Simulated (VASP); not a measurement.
# Al in VASP: a series of runs, part 2 of 2

VASP 6.6.1.

## 3. Single point, PBE

File INCAR:

```
PREC = Accurate
ENCUT = 520
EDIFF = 1E-6
ISMEAR = -1
SIGMA = 0.08
LREAL = False
LASPH = True
NELM = 80
ALGO = Normal
ISIF = 2
LWAVE = False
LCHARG = True
LDIPOL = True
IDIPOL = 3
DIPOL = 0.5 0.5 0.500
GGA = PE
LELF = True
LVHAR = True
LVACPOTAV = True
NBANDS = 18
```

File KPOINTS:

```
Automatic mesh
0
Gamma
  16 16 1
```

File POSCAR:

```
Al
1.0
    2.8574853682      0.0000000000      0.0000000000
   -1.4287426841      2.4746549198      0.0000000000
    0.0000000000      0.0000000000     27.6656000000
Al
6
Direct
    0.1666666667      0.3333333333      0.2884232327
    0.5000000000      1.0000000000      0.3733263991
    0.8333333333      0.6666666667      0.4574612037
    0.1666666667      0.3333333333      0.5425387958
    0.5000000000      1.0000000000      0.6266736016
    0.8333333333      0.6666666667      0.7115767664
```

Potentials or basis: VASP PAW PBE potentials, release 64 (Al).

Started as:

```
$ cat potpaw_PBE.64/Al/POTCAR > POTCAR
$ mpirun -np 1 vasp_std > vasp.out
```

OUTCAR:

```text
PREC = Accurate
   ENCUT = 520
   EDIFF = 1E-6
   ISMEAR = -1
   LREAL = False
   LASPH = True
   NELM = 80
   ISIF = 2
   GGA = PE

 ion  position               nearest neighbor table
   1  0.167  0.333  0.288-   2 2.87   2 2.87   2 2.87
   2  0.500  0.000  0.373-   3 2.85   3 2.85   3 2.85   1 2.87   1 2.87   1 2.87
   3  0.833  0.667  0.457-   2 2.85   2 2.85   2 2.85   4 2.87   4 2.87   4 2.87
   4  0.167  0.333  0.543-   5 2.85   5 2.85   5 2.85   3 2.87   3 2.87   3 2.87
   5  0.500  0.000  0.627-   4 2.85   4 2.85   4 2.85   6 2.87   6 2.87   6 2.87
   6  0.833  0.667  0.712-   5 2.87   5 2.87   5 2.87

  LATTYP: Found a hexagonal cell.
 ALAT       =     2.8574853682
 C/A-ratio  =     9.6817993568

  Lattice vectors:

 A1 = (   2.8574853682,   0.0000000000,   0.0000000000)
 A2 = (  -1.4287426841,   2.4746549198,   0.0000000000)
 A3 = (   0.0000000000,   0.0000000000,  27.6656000000)

Analysis of symmetry for initial positions (statically):
=====================================================================
 Subroutine PRICEL returns:
 Original cell was already a primitive cell.

 Routine SETGRP: Setting up the symmetry group for a
 hexagonal supercell.

 Subroutine GETGRP returns: Found 12 space group operations
[... 189 lines left out ...]
      4      -6.4452      2.00000
      5      -5.0499      2.00000
      6      -3.3815      2.00000
[... 481 lines left out ...]
      5      -1.6899      2.00000
      6      -0.0851      2.00000
[... 10 lines left out ...]
     17       5.8209      0.00000
     18       6.1771      0.00000

 [... further k-points ...]

------------------------ aborting loop because EDIFF is reached ----------------------------------------

  FORCE on cell =-STRESS in cart. coord.  units (eV):
  Direction    XX          YY          ZZ          XY          YZ          ZX
  --------------------------------------------------------------------------------------
  -------------------------------------------------------------------------------------
  Total       -1.2605380     -1.2605380     -0.0174823     -0.0000000      0.0000000      0.0000000
  in kB      -10.3235190    -10.3235190     -0.1431763     -0.0000000      0.0000000      0.0000000
  external PRESSURE =      -6.9300714 kB  Pullay stress =       0.0000000 kB

 VOLUME and BASIS-vectors are now :
 -----------------------------------------------------------------------------
  energy-cutoff  :      520.00
  volume of cell :      195.63
      direct lattice vectors                 reciprocal lattice vectors
     2.857485368  0.000000000  0.000000000     0.349958047  0.202048373  0.000000000
    -1.428742684  2.474654920  0.000000000     0.000000000  0.404096746  0.000000000
     0.000000000  0.000000000 27.665600000     0.000000000  0.000000000  0.036145972

 POSITION                                       TOTAL-FORCE (eV/Angst)
 -----------------------------------------------------------------------------------
      0.00000      0.82488      7.97940        -0.000000     -0.000000      0.001106
      1.42874      0.00000     10.32830         0.000000      0.000000      0.000228
      1.42874      1.64977     12.65594        -0.000000      0.000000     -0.000378
      0.00000      0.82488     15.00966         0.000000     -0.000000      0.000378
      1.42874      0.00000     17.33730         0.000000     -0.000000     -0.000228
      1.42874      1.64977     19.68620         0.000000     -0.000000     -0.001106
 -----------------------------------------------------------------------------------
    total drift:                               -0.000000      0.000000      0.000002

  FREE ENERGIE OF THE ION-ELECTRON SYSTEM (eV)
  ---------------------------------------------------
  free  energy   TOTEN  =       -21.7821183006 eV

  energy  without entropy=      -21.7266529811  energy(sigma->0) =      -21.75438564

 vacuum level on the upper side and lower side of the slab         6.135         6.135
```

stdout:

```text
POSCAR found type information on POSCAR Al
 POSCAR found :  1 types and       6 ions
 scaLAPACK will be used
 LDA part: xc-table for (Slater+PW92), standard interpolation
 POSCAR, INCAR and KPOINTS ok, starting setup
 FFT: planning ... GRIDC
 FFT: planning ... GRID_SOFT
 FFT: planning ... GRID
 WAVECAR not read
 entering main loop
 -----------------------------------------------------------------------------
|                                                                             |
|           W    W    AA    RRRRR   N    N  II  N    N   GGGG   !!!           |
|           W    W   A  A   R    R  NN   N  II  NN   N  G    G  !!!           |
|           W    W  A    A  R    R  N N  N  II  N N  N  G       !!!           |
|           W WW W  AAAAAA  RRRRR   N  N N  II  N  N N  G  GGG   !            |
|           WW  WW  A    A  R   R   N   NN  II  N   NN  G    G                |
|           W    W  A    A  R    R  N    N  II  N    N   GGGG   !!!           |
|                                                                             |
|     Did not find any points to average over, which means that no vacuum     |
|     field-free region was found. Please increase the size of  your cell     |
|     in the dimension of the dipole correction to obtain accurate            |
|     workfunction values.                                                    |
|                                                                             |
 -----------------------------------------------------------------------------
```

Run time: 2.2 min. Hardware: 1 thread of AMD EPYC 9R45 (Zen 5), shared host; peak memory 0.32 GiB.

Results:

```
Free energy            : -21.7821 eV
Band gap on the k mesh : zero (bands 9 and 10 overlap by 3.13 eV)
```

Levels at points of the mesh, in eV from the Fermi level:
| k point | band 5 | band 6 | band 7 | band 8 | band 9 | band 10 | band 11 | band 12 |
| --- | --- | --- | --- | --- | --- | --- | --- | --- |
| (0.00, 0.00, 0.00) | -7.14 | -5.47 | -3.73 | -1.66 | 0.43 | 2.32 | 3.49 | 4.31 |
| (0.50, 0.00, 0.00) | -3.82 | -3.71 | -2.98 | -2.46 | -1.35 | -1.08 | 0.36 | 0.43 |

## 4. Single point, PBE

File INCAR:

```
SYSTEM = Al
PREC     = Accurate       ! precision mode
ENCUT    = 520            ! plane-wave cutoff, eV
EDIFF    = 1E-6           ! SCF threshold, eV
ISMEAR   = -1             ! smearing method
SIGMA    = 0.08           ! smearing width, eV
LREAL    = .False.        ! projectors in reciprocal space
LASPH    = .True.         ! aspherical terms in the spheres
NELM     = 80             ! most SCF steps
ALGO     = Normal         ! electronic algorithm
ISIF     = 2              ! what is computed and relaxed
LWAVE    = .False.        ! write WAVECAR
LCHARG   = .True.         ! write CHGCAR
LDIPOL   = .True.       
IDIPOL   = 3            
DIPOL    = 0.5 0.5 0.500
GGA      = PE             ! functional
LELF     = .True.         ! ELF
LVHAR    = .True.       
LVACPOTAV= .True.       
NBANDS   = 18             ! bands
```

File KPOINTS:

```
Automatic mesh
0
Gamma
  16 16 1
  0 0 0
```

POSCAR is that of step 3.

Started as:

```
$ cat potpaw_PBE.64/Al/POTCAR > POTCAR
$ mpirun -np 1 vasp_std > vasp.out
```

Run time: 2.2 min. Hardware: 1 thread of AMD EPYC 9R45 (Zen 5), shared host; peak memory 0.32 GiB.

The run converged. Its results:

- Free energy: -21.7821 eV
- Band gap on the k mesh: zero (bands 9 and 10 overlap by 3.13 eV)

Levels at points of the mesh, in eV from the Fermi level:
| k point | band 4 | band 5 | band 6 | band 7 | band 8 | band 9 | band 10 | band 11 | band 12 | band 13 |
| --- | --- | --- | --- | --- | --- | --- | --- | --- | --- | --- |
| (0.00, 0.00, 0.00) | -8.53 | -7.14 | -5.47 | -3.73 | -1.66 | 0.43 | 2.32 | 3.49 | 4.31 | 4.49 |
| (0.50, 0.00, 0.00) | -4.52 | -3.82 | -3.71 | -2.98 | -2.46 | -1.35 | -1.08 | 0.36 | 0.43 | 1.94 |

## 5. Single point, PBE

File INCAR:

```
SYSTEM = Al
PREC     = Accurate       ! precision mode
ENCUT    = 520            ! plane-wave cutoff, eV
EDIFF    = 1E-6           ! SCF threshold, eV
ISMEAR   = -1             ! smearing method
SIGMA    = 0.08           ! smearing width, eV
LREAL    = .FALSE.        ! projectors in reciprocal space
LASPH    = .TRUE.         ! aspherical terms in the spheres
NELM     = 100            ! most SCF steps
ALGO     = Normal         ! electronic algorithm
ISIF     = 2              ! what is computed and relaxed
LWAVE    = .FALSE.        ! write WAVECAR
LCHARG   = .FALSE.        ! write CHGCAR
GGA      = PE             ! functional
NBANDS   = 18             ! bands
```

File KPOINTS:

```
Automatic mesh
0
G
  16 16 1
  0 0 0
```

POSCAR is that of step 4.

Started as:

```
$ cat potpaw_PBE.64/Al/POTCAR > POTCAR
$ mpirun -np 1 vasp_std > vasp.out
```

It took 2.1 min on 1 thread of AMD EPYC 9R45 (Zen 5), shared host; peak memory 0.32 GiB.

The run converged. Its results:

```yaml
Free_energy: -21.7821 eV
Band_gap_on_the_k_mesh: zero (bands 9 and 10 overlap by 3.13 eV)
```

Levels at points of the mesh, in eV from the Fermi level:
| k point | band 4 | band 5 | band 6 | band 7 | band 8 | band 9 | band 10 | band 11 | band 12 | band 13 |
| --- | --- | --- | --- | --- | --- | --- | --- | --- | --- | --- |
| (0.00, 0.00, 0.00) | -8.53 | -7.14 | -5.47 | -3.73 | -1.66 | 0.43 | 2.32 | 3.49 | 4.31 | 4.49 |
| (0.50, 0.00, 0.00) | -4.52 | -3.82 | -3.71 | -2.98 | -2.46 | -1.35 | -1.08 | 0.36 | 0.43 | 1.94 |

## 6. Overview

```csv
cell,dipole correction,gap on the mesh (eV)
"as given, atomic positions A",yes,none
"as given, atomic positions B",yes,none
"as given, atomic positions B",no,none
```

Alike in all rows: task single point; level PBE; potentials or basis VASP PAW PBE potentials, release 64 (Al); no spin polarisation; k mesh 16 × 16 × 1; cutoff (eV) 520; smearing fermi-dirac 0.08 eV.

Absolute energies hang on the potentials; compare differences alone.
